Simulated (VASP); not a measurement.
**As: single point with PBE**

As:

```xyz
2
Lattice="1.9112 1.1034 3.3272 -1.9112 1.1034 3.3272 0.0000 -2.2068 3.3272" Properties=species:S:1:pos:R:3 pbc="T T T"
As    0.0000    0.0000    2.3321
As    0.0000    0.0000    7.6495
```

This cell differs from its parent crystal: Sb replaced by As, lengths x 0.914, strained.

| Item | Value |
| --- | --- |
| Program | VASP 6.6.1 |
| Task | single point |
| Functional | PBE |
| Potentials or basis | VASP PAW PBE potentials, release 64 (As) |
| Cutoff | 520 eV |
| k mesh | 15 × 15 × 15 |
| Occupations | gaussian, width 0.1 eV |
| Spin | no spin polarisation |
| Dipole correction | no |
| Further INCAR settings | ALGO = Normal; EDIFF = 1e-06; NBANDS = 12 |

```json
{"Pressure": "1.3 GPa", "Largest force": "0.386 eV/Å", "Band gap on the k mesh": "zero (band 5 reaches 5.61 eV, above the bottom of band 6 at 5.51 eV)"}
```

Forces on the atoms (eV/Å):
```
As   0.000  0.000 -0.386
As   0.000  0.000  0.386
```

Stress tensor (GPa, compression positive):
```
1.16 0.00 0.00
0.00 1.16 0.00
0.00 0.00 1.72
```

Levels at points of the mesh, in eV from the Fermi level:
```csv
k point,band 1,band 2,band 3,band 4,band 5,band 6,band 7,band 8,band 9,band 10
"(0.00, 0.00, 0.00)",-14.93,-5.61,-2.28,-2.00,-2.00,2.52,3.26,3.26,6.32,6.32
```

Run time: 2.1 min on 1 thread of AMD EPYC 7R13 Processor (Zen 3), on a shared host, peak memory 0.25 GiB.

Caveat: the cell differs from its parent crystal (Sb replaced by As, lengths x 0.914, strained).
